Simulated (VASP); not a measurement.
ZrB:

```xyz
2
Lattice="0.0000 2.3404 2.3404 2.3404 0.0000 2.3404 2.3404 2.3404 0.0000" Properties=species:S:1:pos:R:3 pbc="T T T"
Zr    0.0000    0.0000    0.0000
B     2.3404    2.3404    2.3404
```

Base run:

```yaml
Program: VASP 6.6.1
Functional: PBE
Potentials_or_basis: VASP PAW PBE potentials, release 64 (Zr_sv, B)
Cutoff: 520 eV
k_mesh: 10 × 10 × 10
Occupations: fermi-dirac, width 0.05 eV
Spin: no spin polarisation
```

Its results: pressure 29.3 GPa.

Q: The run is repeated on the same cell with these changes: functional from PBE to LDA; potentials or basis from VASP PAW PBE potentials, release 64 (Zr_sv, B) to VASP PAW LDA potentials, release 64 (Zr_sv, B). What comes out?

A: Pressure 20.4 GPa.
